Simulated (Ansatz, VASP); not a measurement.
One calculation of Pd, two programs

```
Pd
1.0
     0.00000    1.95092    1.95092
     1.95092    0.00000    1.95092
     1.95092    1.95092    0.00000
Pd
1
Direct
  0.50000 0.50000 0.50000
```

Alike in both runs: task relaxation of cell and atoms; functional r2SCAN; k mesh 8 × 8 × 8; occupations gaussian, width 0.1 eV; no spin polarisation.

|  | VASP | Ansatz |
| --- | --- | --- |
| version | VASP 6.6.1 | Ansatz 0.2.0 |
| potentials or method | VASP PAW PBE potentials, release 64 (Pd), cutoff 550 eV | scalar-relativistic, plane waves, PAW |
| valence electrons in the cell | 10 | 18 |

|  | VASP | Ansatz | Ansatz less VASP |
| --- | --- | --- | --- |
| gap on the k mesh at the Fermi level, each at its own relaxed structure (eV) | none | none | - |
| relaxed volume (Å³/atom) | 15.03 | 14.98 | -0.054 |
| relaxed cell length with the largest relative difference (Å) | 2.770 | 2.767 | -0.0033 |

VASP's potentials were made for PBE, not for r2SCAN. A gap of «none» marks a metal or a gap that the smearing closes. VASP's potentials hold 10 valence electrons a cell and Ansatz's 18, so a difference there can come from the potentials and not from the codes.
